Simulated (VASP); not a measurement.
# Sr2O (P6/mmm) in VASP: notebook

The runs below take Sr2O through single point, relaxation of cell and atoms, with PBE.

Program: VASP 6.6.1. These are calculated values, not measurements. Logs are shortened: lines on timing, memory, paths and dates and some standing lists are left out, and cuts for length are marked.

## Step 1: The cell of the first run

The structure is hexagonal, space group P6/mmm (No. 191). The conventional cell has a = 4.684 Å, b = 4.684 Å, c = 4.471 Å, α = 90.00°, β = 90.00°, γ = 120.00°. Sr (site symmetry -6m2) has 3 Sr at 2.70 Å and 3 O at 2.70 Å within 3.6 Å. O (site symmetry 6/mmm) has 6 Sr at 2.70 Å within 3.6 Å.

## Step 2: Single point, PBE

INCAR reads:

```
SYSTEM = Sr2O
ALGO = Normal
EDIFF = 1E-6
ENCUT = 520
GGA = PE
ISIF = 2
ISMEAR = 0
LASPH = .TRUE.
LCHARG = .FALSE.
LREAL = .FALSE.
LWAVE = .FALSE.
NBANDS = 20
NELM = 60
PREC = Accurate
SIGMA = 0.1
```

KPOINTS reads:

```
k-points
0
G
  6 6 4
  0 0 0
```

POSCAR reads:

```
Sr2O
1.0
    4.6836647800      0.0000000000      0.0000000000
   -2.3418323900      4.0561726800      0.0000000000
    0.0000000000      0.0000000000      4.4706777000
Sr O
2 1
Direct
    0.3333333300      0.6666666700      0.0000000000
    0.6666666700      0.3333333300      0.0000000000
    0.0000000000      0.0000000000      0.0000000000
```

Potentials or basis: VASP PAW PBE potentials, release 64 (Sr_sv, O).

Command:

```sh
$ cat potpaw_PBE.64/Sr_sv/POTCAR potpaw_PBE.64/O/POTCAR > POTCAR
$ mpirun -np 1 vasp_std > vasp.out
```

OUTCAR:

```text
SYSTEM = Sr2O
   EDIFF = 1E-6
   ENCUT = 520
   GGA = PE
   ISIF = 2
   ISMEAR = 0
   LASPH = .TRUE.
   LREAL = .FALSE.
   NELM = 60
   PREC = Accurate

 ion  position               nearest neighbor table
   1  0.333  0.667  0.000-   2 2.70   3 2.70   2 2.70   3 2.70   3 2.70   2 2.70
   2  0.667  0.333  0.000-   1 2.70   3 2.70   1 2.70   3 2.70   3 2.70   1 2.70
   3  0.000  0.000  0.000-   1 2.70   2 2.70   1 2.70   2 2.70   2 2.70   1 2.70

  LATTYP: Found a hexagonal cell.
 ALAT       =     4.6836647800
 C/A-ratio  =     0.9545255500

  Lattice vectors:

 A1 = (   4.6836647800,   0.0000000000,   0.0000000000)
 A2 = (  -2.3418323900,   4.0561726800,   0.0000000000)
 A3 = (   0.0000000000,   0.0000000000,   4.4706777000)

Analysis of symmetry for initial positions (statically):
=====================================================================
 Subroutine PRICEL returns:
 Original cell was already a primitive cell.

 Routine SETGRP: Setting up the symmetry group for a
 hexagonal supercell.

 Subroutine GETGRP returns: Found 24 space group operations
 (whereof 24 operations were pure point group operations)
 out of a pool of 24 trial point group operations.

The static configuration has the point symmetry D_6h.

Analysis of symmetry for dynamics (positions and initial velocities):
=====================================================================
 Subroutine PRICEL returns:
 Original cell was already a primitive cell.

 Routine SETGRP: Setting up the symmetry group for a
 hexagonal supercell.

 Subroutine GETGRP returns: Found 24 space group operations
 (whereof 24 operations were pure point group operations)
 out of a pool of 24 trial point group operations.

The dynamic configuration has the point symmetry D_6h.

 Subroutine INISYM returns: Found 24 space group operations
 (whereof 24 operations are pure point group operations),
 and found     1 'primitive' translations

----------------------------------------------------------------------------------------

                                     Primitive cell

  volume of cell :      84.9328

  direct lattice vectors                    reciprocal lattice vectors
     4.683664780  0.000000000  0.000000000     0.213508021  0.123268914  0.000000000
    -2.341832390  4.056172680  0.000000000     0.000000000  0.246537827  0.000000000
     0.000000000  0.000000000  4.470677700     0.000000000  0.000000000  0.223679734

  length of vectors
     4.683664780  4.683664778  4.470677700     0.246537827  0.246537827  0.223679734

  position of ions in fractional coordinates (direct lattice)
     0.333333330  0.666666670  0.000000000
     0.666666670  0.333333330  0.000000000
     0.000000000  0.000000000  0.000000000

  ion indices of the primitive-cell ions
   primitive index   ion index
                 1           1
                 2           2
                 3           3

----------------------------------------------------------------------------------------

 KPOINTS: k-points

Automatic generation of k-mesh.
 Grid dimensions read from file:
 generate k-points for:    6    6    4

 Generating k-lattice:

  Cartesian coordinates                     Fractional coordinates (reciprocal lattice)
     0.035584670  0.020544819  0.000000000     0.166666667 -0.000000000  0.000000000
     0.000000000  0.041089638  0.000000000     0.000000000  0.166666667  0.000000000
     0.000000000  0.000000000  0.055919934     0.000000000  0.000000000  0.250000000

  Length of vectors
     0.041089638  0.041089638  0.055919934

  Shift w.r.t. Gamma in fractional coordinates (k-lattice)
     0.000000000  0.000000000  0.000000000

 Subroutine IBZKPT returns following result:
 ===========================================

 Found     21 irreducible k-points:

 Following reciprocal coordinates:
            Coordinates               Weight
  0.000000  0.000000  0.000000      1.000000
  0.166667 -0.000000  0.000000      6.000000
  0.333333 -0.000000  0.000000      6.000000
  0.500000 -0.000000  0.000000      3.000000
  0.166667  0.166667  0.000000      6.000000
  0.333333  0.166667  0.000000     12.000000
[... 13 lines left out ...]
  0.333333  0.166667  0.500000     12.000000
  0.333333  0.333333  0.500000      2.000000
   k-points           NKPTS =     21   k-points in BZ     NKDIM =     21   number of bands    NBANDS=     20
   number of dos      NEDOS =    301   number of ions     NIONS =      3
   total plane-waves  NPLWV =  46656
   dimension x,y,z NGX =    36 NGY =   36 NGZ =   36
   dimension x,y,z NGXF=    72 NGYF=   72 NGZF=   72
   ions per type =               2   1
   NGX,Y,Z   is equivalent  to a cutoff of  12.78, 12.78, 13.39 a.u.
   NGXF,Y,Z  is equivalent  to a cutoff of  25.56, 25.56, 26.77 a.u.
 SYSTEM =  Sr2O
   PREC   = accura    normal or accurate (medium, high low for compatibility)
   ISTART =      0    job   : 0-new  1-cont  2-samecut
   ICHARG =      2    charge: 1-file 2-atom 10-const
[... 83 lines left out ...]
     19       5.9537      0.00000
     20       7.6946      0.00000

 k-point     3 :       0.3333   -0.0000    0.0000
  band No.  band energies     occupation
      1     -34.7438      2.00000
      2     -34.1269      2.00000
      3     -18.1144      2.00000
      4     -17.7106      2.00000
      5     -16.4395      2.00000
      6     -16.0848      2.00000
[... 12 lines left out ...]
     19       5.9982      0.00000
     20       7.3088      0.00000

 k-point     4 :       0.5000   -0.0000    0.0000
  band No.  band energies     occupation
      1     -34.6188      2.00000
      2     -34.2639      2.00000
      3     -18.1717      2.00000
      4     -17.7128      2.00000
      5     -16.3317      2.00000
      6     -16.0327      2.00000
[... 12 lines left out ...]
     19       6.4775      0.00000
     20       6.7475      0.00000

 k-point     5 :       0.1667    0.1667    0.0000
  band No.  band energies     occupation
      1     -34.7889      2.00000
      2     -34.0759      2.00000
      3     -18.1793      2.00000
      4     -17.5776      2.00000
      5     -16.4786      2.00000
      6     -16.1739      2.00000
[... 12 lines left out ...]
     19       5.6033      0.00000
     20       6.8100      0.00000

 k-point     6 :       0.3333    0.1667    0.0000
  band No.  band energies     occupation
      1     -34.6190      2.00000
      2     -34.2635      2.00000
      3     -18.3767      2.00000
      4     -17.3149      2.00000
      5     -16.3322      2.00000
      6     -16.2228      2.00000
[... 12 lines left out ...]
     19       5.5413      0.00000
     20       6.3467      0.00000

 k-point     7 :       0.3333    0.3333    0.0000
  band No.  band energies     occupation
      1     -34.4442      2.00000
      2     -34.4442      2.00000
      3     -18.5299      2.00000
      4     -16.6850      2.00000
      5     -16.6850      2.00000
      6     -16.1837      2.00000
[... 12 lines left out ...]
     19       5.5117      0.00000
     20       5.5117      0.00000
[... 208 lines left out ...]
 k-point    17 :       0.3333   -0.0000    0.5000
  band No.  band energies     occupation
      1     -34.7414      2.00000
      2     -34.1250      2.00000
      3     -18.1081      2.00000
      4     -17.7034      2.00000
      5     -16.5089      2.00000
      6     -16.0790      2.00000
[... 12 lines left out ...]
     19       6.1616      0.00000
     20       8.1260      0.00000

 k-point    18 :       0.5000   -0.0000    0.5000
  band No.  band energies     occupation
      1     -34.6164      2.00000
      2     -34.2618      2.00000
      3     -18.1653      2.00000
      4     -17.7045      2.00000
      5     -16.3966      2.00000
      6     -16.0861      2.00000
[... 12 lines left out ...]
     19       6.6979      0.00000
     20       7.5724      0.00000

 k-point    19 :       0.1667    0.1667    0.5000
  band No.  band energies     occupation
      1     -34.7864      2.00000
      2     -34.0740      2.00000
      3     -18.1725      2.00000
      4     -17.5718      2.00000
      5     -16.5497      2.00000
      6     -16.1670      2.00000
[... 12 lines left out ...]
     19       6.0216      0.00000
     20       7.8149      0.00000

 k-point    20 :       0.3333    0.1667    0.5000
  band No.  band energies     occupation
      1     -34.6167      2.00000
      2     -34.2615      2.00000
      3     -18.3690      2.00000
      4     -17.3086      2.00000
      5     -16.3972      2.00000
      6     -16.2179      2.00000
[... 12 lines left out ...]
     19       6.5584      0.00000
     20       7.6272      0.00000

 k-point    21 :       0.3333    0.3333    0.5000
  band No.  band energies     occupation
      1     -34.4420      2.00000
      2     -34.4420      2.00000
      3     -18.5217      2.00000
      4     -16.6799      2.00000
      5     -16.6799      2.00000
      6     -16.2428      2.00000
[... 12 lines left out ...]
     19       7.0819      0.00000
     20       7.0819      0.00000

------------------------ aborting loop because EDIFF is reached ----------------------------------------

  FORCE on cell =-STRESS in cart. coord.  units (eV):
  Direction    XX          YY          ZZ          XY          YZ          ZX
  --------------------------------------------------------------------------------------
  -------------------------------------------------------------------------------------
  Total        3.3662287      3.3662287     -2.0672857      0.0000000      0.0000000     -0.0000000
  in kB       63.5007123     63.5007122    -38.9973840      0.0000000      0.0000000     -0.0000000
  external PRESSURE =      29.3346802 kB  Pullay stress =       0.0000000 kB

 VOLUME and BASIS-vectors are now :
 -----------------------------------------------------------------------------
  energy-cutoff  :      520.00
  volume of cell :       84.93
      direct lattice vectors                 reciprocal lattice vectors
     4.683664780  0.000000000  0.000000000     0.213508021  0.123268914  0.000000000
    -2.341832390  4.056172680  0.000000000     0.000000000  0.246537827  0.000000000
     0.000000000  0.000000000  4.470677700     0.000000000  0.000000000  0.223679734

 POSITION                                       TOTAL-FORCE (eV/Angst)
 -----------------------------------------------------------------------------------
     -0.00000      2.70412      0.00000         0.000000      0.000000      0.000000
      2.34183      1.35206      0.00000        -0.000000      0.000000     -0.000000
      0.00000      0.00000      0.00000        -0.000000      0.000000      0.000000
 -----------------------------------------------------------------------------------
    total drift:                                0.000000     -0.000000     -0.000000

  FREE ENERGIE OF THE ION-ELECTRON SYSTEM (eV)
  ---------------------------------------------------
  free  energy   TOTEN  =        -8.2670763954 eV

  energy  without entropy=       -8.2571543791  energy(sigma->0) =       -8.26211539
```

Wall time 23 s (1 thread of Intel Xeon 6975P-C (Granite Rapids), shared host); peak memory 0.21 GiB.

What came out:

```yaml
Free_energy: -8.2671 eV
Pressure: 2.9 GPa
Band_gap_on_the_k_mesh: zero (band 13 reaches 3.46 eV, above the bottom of band 14 at 2.83 eV)
```

Levels at points of the mesh, in eV from the Fermi level:
```tsv
k point	band 9	band 10	band 11	band 12	band 13	band 14	band 15	band 16	band 17	band 18
(0.00, 0.00, 0.00)	-18.24	-4.50	-4.50	-3.25	-2.54	1.24	1.24	1.34	3.30	3.48
(0.50, 0.00, 0.00)	-17.75	-4.57	-4.41	-3.52	-0.84	0.04	0.18	0.58	1.81	2.06
(0.00, 0.00, 0.50)	-18.23	-4.47	-4.47	-3.71	0.39	0.39	0.39	1.18	2.50	3.63
(0.50, 0.00, 0.50)	-17.74	-4.49	-4.38	-3.97	-0.43	0.14	0.56	0.60	1.88	3.38
```

## Step 3: Single point, PBE

This run uses another cell than the first one, of 28.06 Å³/atom, 0.991 times its volume.

INCAR reads:

```
SYSTEM = Sr2O
  ALGO = Normal
  EDIFF = 1E-6
  ENCUT = 520
  GGA = PE
  ISIF = 2
  ISMEAR = 0
  LASPH = .True.
  LCHARG = .False.
  LREAL = .False.
  LWAVE = .False.
  NBANDS = 20
  NELM = 60
  PREC = Accurate
  SIGMA = 0.1
```

KPOINTS reads:

```
k-points
0
Gamma
  6 6 4
  0 0 0
```

POSCAR reads:

```
Sr2O
1.0
    4.9152696844      0.0000000000      0.0000000000
   -2.4576348422      4.2567484132      0.0000000000
    0.0000000000      0.0000000000      4.0229284377
Sr O
2 1
Direct
    0.3333333333      0.6666666667      0.0000000000
    0.6666666667      0.3333333333      0.0000000000
    0.0000000000      0.0000000000      0.0000000000
```

Potentials or basis: VASP PAW PBE potentials, release 64 (Sr_sv, O).

Command:

```sh
$ cat potpaw_PBE.64/Sr_sv/POTCAR potpaw_PBE.64/O/POTCAR > POTCAR
$ mpirun -np 1 vasp_std > vasp.out
```

It took 19 s on 1 thread of Intel Xeon 6975P-C (Granite Rapids), shared host; peak memory 0.22 GiB.

The run converged. Its results:

```yaml
Free_energy: -8.5517 eV
Pressure: 0.3 GPa
Band_gap_on_the_k_mesh: zero (band 13 reaches 3.25 eV, above the bottom of band 14 at 2.50 eV)
```

Stress tensor (GPa, compression positive):
```
0.43 0.00 0.00
0.00 0.43 0.00
0.00 0.00 0.07
```

Levels at points of the mesh, in eV from the Fermi level:
| k point | band 9 | band 10 | band 11 | band 12 | band 13 | band 14 | band 15 | band 16 | band 17 | band 18 |
| --- | --- | --- | --- | --- | --- | --- | --- | --- | --- | --- |
| (0.00, 0.00, 0.00) | -17.40 | -3.77 | -3.77 | -2.56 | -2.33 | 1.07 | 2.02 | 2.02 | 2.46 | 2.94 |
| (0.50, 0.00, 0.00) | -17.14 | -3.94 | -3.61 | -2.50 | -0.89 | -0.13 | 0.33 | 1.51 | 1.70 | 2.68 |
| (0.00, 0.00, 0.50) | -17.38 | -3.66 | -3.66 | -3.10 | 0.28 | 0.28 | 0.87 | 0.96 | 3.31 | 3.31 |
| (0.50, 0.00, 0.50) | -17.12 | -3.71 | -3.52 | -3.31 | -0.44 | 0.49 | 0.57 | 0.59 | 1.91 | 3.07 |

Caveat: the k points lie up to 0.39 Å⁻¹ apart.

## Step 4: Relaxation of cell and atoms, PBE

INCAR reads:

```
SYSTEM = Sr2O
PREC     = Accurate       ! precision mode
ENCUT    = 600            ! plane-wave cutoff, eV
EDIFF    = 1E-6           ! SCF threshold, eV
ISMEAR   = 0              ! smearing method
SIGMA    = 0.1            ! smearing width, eV
LREAL    = .False.        ! projectors in reciprocal space
LASPH    = .True.         ! aspherical terms in the spheres
NELM     = 60             ! most SCF steps
ALGO     = Normal         ! electronic algorithm
ISIF     = 3              ! what is computed and relaxed
LWAVE    = .False.        ! write WAVECAR
LCHARG   = .False.        ! write CHGCAR
GGA      = PE             ! functional
IBRION   = 2              ! ionic algorithm
NSW      = 90             ! ionic steps
EDIFFG   = -0.04          ! ionic threshold
```

KPOINTS reads:

```
Automatic mesh
0
Gamma
  6 6 4
  0 0 0
```

POSCAR reads:

```
Sr2O
1.0
    4.6836647800      0.0000000000      0.0000000000
   -2.3418323900      4.0561726800      0.0000000000
    0.0000000000      0.0000000000      4.4706777000
Sr O
2 1
Direct
    0.3333333300      0.6666666700      0.0000000000
    0.6666666700      0.3333333300      0.0000000000
    0.0000000000      0.0000000000      0.0000000000
```

Command:

```sh
$ cat potpaw_PBE.64/Sr_sv/POTCAR potpaw_PBE.64/O/POTCAR > POTCAR
$ mpirun -np 1 vasp_std > vasp.out
```

It took 2.2 min on 1 thread of Intel Xeon 6975P-C (Granite Rapids), shared host; peak memory 0.26 GiB.

The run converged. Its results:

- Free energy: -8.5546 eV
- Relaxed volume: 28.42 Å³/atom
- Relaxed cell: a = 4.943 Å, b = 4.943 Å, c = 4.030 Å, α = 90.00°, β = 90.00°, γ = 120.00°
- Space group after relaxing (to 0.05 Å): P6/mmm (No. 191)
- Energy gained by relaxing: 95.4 meV/atom
- Ionic steps: 8
- Pressure after relaxing: 0.0 GPa
- Band gap on the k mesh: zero (band 13 reaches 3.19 eV, above the bottom of band 14 at 2.42 eV)

Stress tensor (GPa, compression positive):
```
-0.05  0.00  0.00
 0.00 -0.05  0.00
 0.00  0.00  0.03
```

The path:
```tsv
step	energy change (eV)	largest force (eV/Å)	pressure (GPa)	volume (Å³)
1	0.0000	0.0000	2.91	84.93
2	-0.2258	0.0000	-0.81	91.19
3	-0.2349	0.0000	-1.40	93.12
4	-0.2349	0.0000	-1.33	92.86
5	-0.2683	0.0000	-0.95	89.91
6	-0.2829	0.0000	-0.49	87.07
7	-0.2834	0.0000	-0.38	86.44
8	-0.2861	0.0000	-0.02	85.27
```

Final structure:
```yaml
crystal:
  lattice:
    - [4.94289, 0.00000, 0.00000]
    - [-2.47145, 4.28067, 0.00000]
    - [0.00000, 0.00000, 4.02995]
  atoms:
    - { symbol: Sr, position: [0.33333, 0.66667, 0.00000] }
    - { symbol: Sr, position: [0.66667, 0.33333, 0.00000] }
    - { symbol: O, position: [0.00000, 0.00000, 0.00000] }
```

Levels at points of the mesh, in eV from the Fermi level:
| k point | band 9 | band 10 | band 11 | band 12 | band 13 | band 14 | band 15 | band 16 | band 17 |
| --- | --- | --- | --- | --- | --- | --- | --- | --- | --- |
| (0.00, 0.00, 0.00) | -17.33 | -3.70 | -3.70 | -2.55 | -2.27 | 1.03 | 2.03 | 2.03 | 2.41 |
| (0.50, 0.00, 0.00) | -17.09 | -3.88 | -3.54 | -2.43 | -0.88 | -0.14 | 0.34 | 1.53 | 1.67 |
| (0.00, 0.00, 0.50) | -17.31 | -3.60 | -3.60 | -3.04 | 0.29 | 0.29 | 0.80 | 0.95 | 3.33 |
| (0.50, 0.00, 0.50) | -17.07 | -3.65 | -3.45 | -3.24 | -0.41 | 0.49 | 0.56 | 0.59 | 1.89 |

## Step 5: Single point, PBE, collinear spin, ferromagnetic start

This run uses another cell than the first one, of 28.06 Å³/atom, 0.991 times its volume.

INCAR reads:

```
  ALGO = Normal
  EDIFF = 1E-7
  ENCUT = 520
  GGA = PE
  ISIF = 2
  ISMEAR = 0
  ISPIN = 2
  LASPH = T
  LCHARG = F
  LORBIT = 11
  LREAL = F
  LWAVE = F
  MAGMOM = 0 0 1
  NBANDS = 24
  NELM = 150
  PREC = Accurate
  SIGMA = 0.1
```

KPOINTS reads:

```
k-points
0
Gamma
  6 6 4
```

POSCAR reads:

```
Sr2O
1.0
    4.9152696844      0.0000000000      0.0000000000
   -2.4576348422      4.2567484132      0.0000000000
    0.0000000000      0.0000000000      4.0229284377
Sr O
2 1
Direct
    0.3333333333      0.6666666667      0.0000000000
    0.6666666667      0.3333333333      0.0000000000
    0.0000000000      0.0000000000      0.0000000000
```

Command:

```sh
$ cat potpaw_PBE.64/Sr_sv/POTCAR potpaw_PBE.64/O/POTCAR > POTCAR
$ mpirun -np 1 vasp_std > vasp.out
```

Run time: 52 s. Hardware: 1 thread of Intel Xeon 6975P-C (Granite Rapids), shared host; peak memory 0.28 GiB.

The run converged. Its results:

```yaml
Free_energy: -8.5517 eV
Pressure: 0.3 GPa
Band_gap_on_the_k_mesh: zero (filled and empty bands overlap)
Net_moment: 0.00 μB per cell
Valence_electrons_inside_the_program's_atomic_spheres: Sr 8.09; O 4.83
```

Stress tensor (GPa, compression positive):
```
0.44 0.00 0.00
0.00 0.44 0.00
0.00 0.00 0.09
```

Levels at points of the mesh, in eV from the Fermi level:
Spin up:
| k point | band 10 | band 11 | band 12 | band 13 | band 14 | band 15 | band 16 | band 17 |
| --- | --- | --- | --- | --- | --- | --- | --- | --- |
| (0.00, 0.00, 0.00) | -3.77 | -3.77 | -2.56 | -2.33 | 1.07 | 2.02 | 2.02 | 2.46 |
| (0.50, 0.00, 0.00) | -3.94 | -3.61 | -2.50 | -0.89 | -0.12 | 0.33 | 1.51 | 1.70 |
| (0.00, 0.00, 0.50) | -3.66 | -3.66 | -3.10 | 0.28 | 0.28 | 0.87 | 0.96 | 3.31 |
| (0.50, 0.00, 0.50) | -3.72 | -3.52 | -3.31 | -0.44 | 0.49 | 0.57 | 0.59 | 1.91 |
Spin down:
| k point | band 10 | band 11 | band 12 | band 13 | band 14 | band 15 | band 16 | band 17 |
| --- | --- | --- | --- | --- | --- | --- | --- | --- |
| (0.00, 0.00, 0.00) | -3.77 | -3.77 | -2.56 | -2.33 | 1.07 | 2.02 | 2.02 | 2.46 |
| (0.50, 0.00, 0.00) | -3.94 | -3.61 | -2.50 | -0.89 | -0.13 | 0.33 | 1.51 | 1.70 |
| (0.00, 0.00, 0.50) | -3.66 | -3.66 | -3.10 | 0.27 | 0.27 | 0.87 | 0.96 | 3.31 |
| (0.50, 0.00, 0.50) | -3.72 | -3.52 | -3.31 | -0.44 | 0.49 | 0.57 | 0.59 | 1.91 |

Caveat: the k points lie up to 0.39 Å⁻¹ apart.

## Step 6: Overview

| task | spin | cell | cutoff (eV) | gap on the mesh (eV) | pressure (GPa) |
| --- | --- | --- | --- | --- | --- |
| single point | off | a = 4.684, b = 4.684, c = 4.471 Å, angles 90.0, 90.0, 120.0°, 3 atoms | 520 | none | 2.9 |
| single point | off | a = 4.915, b = 4.915, c = 4.023 Å, angles 90.0, 90.0, 120.0°, 3 atoms | 520 | none | 0.3 |
| relaxation of cell and atoms | off | relaxed from a = 4.684, b = 4.684, c = 4.471 Å, angles 90.0, 90.0, 120.0°, 3 atoms | 600 | none | 0.0 |
| single point | collinear, ferromagnetic start | a = 4.915, b = 4.915, c = 4.023 Å, angles 90.0, 90.0, 120.0°, 3 atoms | 520 | none | 0.3 |

Alike in all rows: level PBE; potentials or basis VASP PAW PBE potentials, release 64 (Sr_sv, O); k mesh 6 × 6 × 4; smearing gaussian 0.1 eV.

Caveats: some runs use coarse meshes.

Absolute energies hang on the potentials; compare differences alone.
